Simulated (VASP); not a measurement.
**Pt: single point with LDA**

The system is Pt.

```xyz
2
Lattice="2.6850 0.0000 0.0000 -1.3425 2.3253 0.0000 0.0000 0.0000 4.6608" Properties=species:S:1:pos:R:3 pbc="T T T"
Pt    1.3425    0.7751    3.4956
Pt    0.0000    1.5502    1.1652
```

```
Program             : VASP 6.6.1
Task                : single point
Functional          : LDA
Potentials or basis : VASP PAW LDA potentials, release 64 (Pt)
Cutoff              : 520 eV
k mesh              : 12 × 12 × 6
Occupations         : fermi-dirac, width 0.1 eV
Spin                : no spin polarisation
```

* Pressure: 8.1 GPa
* Band gap on the k mesh: zero (band 10 reaches 12.42 eV, above the bottom of band 11 at 10.93 eV)

Stress tensor (GPa, compression positive):
```
9.30 0.00 0.00
0.00 9.30 0.00
0.00 0.00 5.71
```

Levels at points of the mesh, in eV from the Fermi level:
```
           k point  band 7  band 8  band 9  band 10  band 11  band 12  band 13  band 14
(0.00, 0.00, 0.00)   -3.50   -2.06   -2.06    -1.10    -0.24    -0.24     5.22    14.94
(0.50, 0.00, 0.00)   -3.02    0.03    0.36     0.60     2.44     4.04     7.67     9.21
(0.00, 0.00, 0.50)   -3.91   -3.91   -0.90    -0.90    -0.90    -0.90    12.47    12.47
(0.50, 0.00, 0.50)   -1.06   -1.06    0.50     0.50     1.68     1.68     7.09     7.09
```

Run time: 13 s on 1 thread of Intel(R) Xeon(R) 6975P-C (Granite Rapids), on a shared host, peak memory 0.14 GiB.

Caveat: spin-orbit coupling is left out, which moves the levels of the heavy elements.
